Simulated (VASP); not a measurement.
Set up this calculation in VASP 6.6.1, as the native input.

```yaml
Task: single point
Functional: LDA
Potentials_or_basis: VASP PAW LDA potentials, release 64 (Si)
Cutoff: 520 eV
k_mesh: 8 × 8 × 8
Occupations: fermi-dirac, width 0.05 eV
Spin: non-collinear spin, zero start, spin-orbit coupling
Starting_moments: "[[0.0, 0.0, 0.0], [0.0, 0.0, 0.0]] μB"
Dipole_correction: no
Further_INCAR_settings: ALGO = Normal; EDIFF = 1e-06; NBANDS = 20
```

The structure of Si lies in POSCAR:

```
Si
1.0
    0.0000000000      2.7016643898      2.7016643898
    2.7016643898      0.0000000000      2.7016643898
    2.7016643898      2.7016643898      0.0000000000
Si
2
Direct
    0.5000000000      0.5000000000      0.5000000000
    0.7500000000      0.7500000000      0.7500000000
```

One way to write it, as run:

INCAR

```
SYSTEM = Si
PREC = Accurate ; ENCUT = 520
EDIFF = 1E-6 ; ISMEAR = -1
SIGMA = 0.05 ; LREAL = .False.
LASPH = .True. ; NELM = 150
ALGO = Normal ; ISIF = 2
LWAVE = .False. ; LCHARG = .False.
MAGMOM = 0 0 0 0 0 0 ; LORBIT = 11
LSORBIT = .True. ; GGA_COMPAT = .False.
LORBMOM = .True. ; NBANDS = 20
```

KPOINTS

```
Automatic mesh
0
Gamma
  8 8 8
  0 0 0
```

Potentials or basis: VASP PAW LDA potentials, release 64 (Si).

Command:

```bash
$ cat potpaw_LDA.64/Si/POTCAR > POTCAR
$ mpirun -np 1 vasp_ncl > vasp.out
```

Results of the run:

```
Pressure                                              : 0.0 GPa
Net moment                                            : 0.00 μB per cell
Valence electrons inside the program's atomic spheres : Si 1.72
```

It took 56 s on 1 thread of Intel(R) Xeon(R) Platinum 8259CL CPU @ 2.50GHz (Skylake/Cascade Lake), with other jobs on the host, peak memory 0.2 GiB.
